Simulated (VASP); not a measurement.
Wanted: the native input for a VASP 6.6.1 run.

| Property | Result |
| --- | --- |
| Task | single point |
| Functional | r2SCAN |
| Potentials or basis | VASP PAW PBE potentials, release 64 (C) |
| Cutoff | 520 eV |
| k mesh | 14 × 14 × 14 |
| Occupations | gaussian, width 0.05 eV |
| Spin | no spin polarisation |
| Dipole correction | no |
| Further INCAR settings | ALGO = Normal; EDIFF = 1e-06; NBANDS = 11 |

C:

```
CELL_PARAMETERS angstrom
0.00000 2.19081 3.24756
1.26484 0.00000 3.24756
1.26484 2.19081 0.00000
ATOMIC_POSITIONS crystal
C 0.16667 0.83333 0.16667
C 0.83333 0.16667 0.83333
```

This cell differs from its parent crystal: strain +0.030 along x and y, -0.030 along z.

The input as run:

POSCAR

```
C
1.0
    0.0000000000      2.1908100000      3.2475600000
    1.2648400000      0.0000000000      3.2475600000
    1.2648400000      2.1908100000      0.0000000000
C
2
Direct
    0.1666700000      0.8333300000      0.1666700000
    0.8333300000      0.1666700000      0.8333300000
```

INCAR.step1

```
PREC = Accurate
ENCUT = 520
ISMEAR = 0
SIGMA = 0.05
LREAL = F
LASPH = T
NELM = 80
NBANDS = 11
GGA = PE
ALGO = Normal
EDIFF = 1E-4
LWAVE = T
LCHARG = F
```

INCAR.step2

```
PREC = Accurate
ENCUT = 520
EDIFF = 1E-6
ISMEAR = 0
SIGMA = 0.05
LREAL = F
LASPH = T
NELM = 80
ALGO = Normal
ISIF = 2
LWAVE = F
LCHARG = F
METAGGA = R2SCAN
LMIXTAU = T
NBANDS = 11
ISTART = 1
```

KPOINTS

```
Automatic mesh
0
Gamma
  14 14 14
```

Potentials or basis: VASP PAW PBE potentials, release 64 (C).

Command:

```bash
$ cat potpaw_PBE.64/C/POTCAR > POTCAR
$ cp INCAR.step1 INCAR
$ mpirun -np 1 vasp_std > vasp.out
$ cp INCAR.step2 INCAR
$ mpirun -np 1 vasp_std > vasp.out
```

Results of the run:

```
Pressure      : -21.4 GPa
Largest force : 0.035 eV/Å
```

Caveat: the cell differs from its parent crystal (strain +0.030 along x and y, -0.030 along z); the cell stands under tension; the PAW data sets were made with another functional, which shifts forces and pressure a little.

Wall time 8.3 min on 1 thread of Intel Xeon 8259CL, on a shared host, peak memory 0.2 GiB.
